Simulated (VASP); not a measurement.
A run of VASP 6.6.1 is set up as follows.

INCAR

```
SYSTEM = Au
ALGO     = Normal         ! electronic algorithm
EDIFF    = 1E-6           ! SCF threshold, eV
ENCUT    = 520            ! plane-wave cutoff, eV
GGA      = PS             ! functional
ISIF     = 2              ! what is computed and relaxed
ISMEAR   = -1             ! smearing method
LASPH    = .TRUE.         ! aspherical terms in the spheres
LCHARG   = .FALSE.        ! write CHGCAR
LREAL    = .FALSE.        ! projectors in reciprocal space
LWAVE    = .FALSE.        ! write WAVECAR
NBANDS   = 12             ! bands
NELM     = 80             ! most SCF steps
PREC     = Accurate       ! precision mode
SIGMA    = 0.1            ! smearing width, eV
```

Contents of KPOINTS:

```
k-points
0
G
  24 24 24
  0 0 0
```

File POSCAR:

```
Au
1.0
    0.0000000000      2.0414800390      2.0414800390
    2.0414800390      0.0000000000      2.0414800390
    2.0414800390      2.0414800390      0.0000000000
Au
1
Direct
    0.0000000000      0.0000000000      0.0000000000
```

Potentials or basis: VASP PAW PBE potentials, release 64 (Au).

The run is started by

```sh
$ cat potpaw_PBE.64/Au/POTCAR > POTCAR
$ mpirun -np 1 vasp_std > vasp.out
```

Q: What does it give for the pressure?

A: -0.3 GPa.

Caveat: the PAW data sets were made with another functional, which shifts forces and pressure a little.
